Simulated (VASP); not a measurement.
CuSi16 (a cell with a defect), 17 atoms in the cell. The cell holds a defect, 17 atoms: a = 7.679 Å, b = 7.679 Å, c = 7.679 Å, α = 60.00°, β = 60.00°, γ = 60.00°. 

| Item | Value |
| --- | --- |
| Program | VASP 6.6.1 |
| Task | single point |
| Functional | PBE |
| Potentials or basis | VASP PAW PBE potentials, release 64 (Si, Cu) |
| Cutoff | 520 eV |
| k mesh | 2 × 2 × 2 |
| Occupations | gaussian, width 0.05 eV |
| Spin | no spin polarisation |
| Dipole correction | no |
| Charge | 1 |
| Further INCAR settings | LREAL = Auto; ALGO = Normal; EDIFF = 1e-06; NBANDS = 52; NELECT = 74.0 |

Potentials or basis: VASP PAW PBE potentials, release 64 (Si, Cu).

Launch:

```sh
$ cat potpaw_PBE.64/Si/POTCAR potpaw_PBE.64/Cu/POTCAR > POTCAR
$ mpirun -np 1 vasp_std > vasp.out
```

Hardware: 1 thread of Intel(R) Xeon(R) Platinum 8175M CPU @ 2.50GHz (Skylake/Cascade Lake) (shared host).

Task: How long does it take, and how much memory?

Result: Run time: 7.2 min on 1 thread of Intel(R) Xeon(R) Platinum 8175M CPU @ 2.50GHz (Skylake/Cascade Lake), with other jobs on the host, peak memory 0.49 GiB. Counts: scf iterations 20, k points 8.
